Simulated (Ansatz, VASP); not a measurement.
Two plane-wave programs on Nb2B

```
Nb B
1.0
     0.00000    2.81709    2.81709
     2.81709    0.00000    2.81709
     2.81709    2.81709    0.00000
Nb B
2 1
Direct
  0.25000 0.25000 0.25000
  0.75000 0.75000 0.75000
  0.50000 0.50000 0.50000
```

Alike in both runs: functional PBE; k mesh 6 × 6 × 6; occupations gaussian, width 0.1 eV; no spin polarisation.

Ansatz relaxed the structure, and its values are those at the end. VASP's run is a single point on that final structure, the one shown.

|  | VASP | Ansatz |
| --- | --- | --- |
| version | VASP 6.6.1 | Ansatz 0.2.0 |
| potentials or method | VASP PAW PBE potentials, release 64 (Nb_sv, B), cutoff 520 eV | scalar-relativistic, plane waves, PAW |
| valence electrons in the cell | 29 | 29 |

Ansatz gave:

- gap on the k mesh at the Fermi level (eV): none
- pressure (GPa): 0.1

Task: What did VASP give for the same quantities?

Result: gap on the k mesh at the Fermi level (eV): none; pressure (GPa): -0.2.

A gap of «none» marks a metal or a gap that the smearing closes.
